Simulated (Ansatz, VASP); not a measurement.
MgO in VASP and in Ansatz

INCAR

```
SYSTEM = MgO
  PREC = Accurate
  ENCUT = 520
  EDIFF = 1E-7
  ISMEAR = 0
  SIGMA = 0.05
  LREAL = .False.
  LASPH = .True.
  NELM = 100
  ALGO = Normal
  ISIF = 2
  LWAVE = .False.
  LCHARG = .False.
  GGA = PE
  NBANDS = 11
```

File KPOINTS:

```
Automatic mesh
0
Gamma
  9 9 8
  0 0 0
```

POSCAR

```
MgO
1.0
    2.8939505899      0.0000000000      0.0000000000
   -1.4469752949      2.5062347281      0.0000000000
    0.0000000000      0.0000000000      2.6796800000
Mg O
1 1
Direct
    0.0000000000      0.0000000000      0.0000000000
    0.3333333333      0.6666666667      0.5000000000
```

Input for Ansatz:

```yaml
crystal:
  lattice:
    - [2.8939505899, 0.0, 0.0]
    - [-1.4469752949, 2.5062347281, 0.0]
    - [0.0, 0.0, 2.67968]
  atoms:
    - { symbol: Mg, position: [0.0, 0.0, 0.0] }
    - { symbol: O, position: [0.3333333333, 0.6666666667, 0.5] }
basis:
  ecutwfc: 420
kpoints:
  mp_grid: { grid: [9, 9, 8] }
hamiltonian:
  xc: pbe
scf:
  occupations: { method: gaussian, width: 0.05 }
output:
  forces: true
  stress: true
  eigenvalues: true
```

Change from the starting cell: strain -0.015 along x and y, +0.000 along z, atoms carried along.

Alike in both runs: task single point; functional PBE; k mesh 9 × 9 × 8; occupations gaussian, width 0.05 eV; no spin polarisation.

|  | VASP | Ansatz |
| --- | --- | --- |
| version | VASP 6.6.1 | Ansatz 0.2.0 |
| potentials or method | VASP PAW PBE potentials, release 64 (Mg, O), cutoff 520 eV | scalar-relativistic, plane waves, PAW |
| valence electrons in the cell | 8 | 16 |

Ansatz gave:

- gap on the k mesh at the Fermi level (eV): 3.27
- least direct gap on the mesh (eV): 3.75
- pressure (GPa): 4.1
- traceless stress, the component that is largest in VASP (GPa): -4.81

**Question.** Which values does VASP return?

**Answer.** gap on the k mesh at the Fermi level (eV): 3.24; least direct gap on the mesh (eV): 3.74; pressure (GPa): 3.4; traceless stress, the component that is largest in VASP (GPa): -4.92.

With one functional, cell and mesh, what is left measures potentials, basis and numerics. VASP's potentials hold 8 valence electrons a cell and Ansatz's 16, so a difference there can come from the potentials and not from the codes.
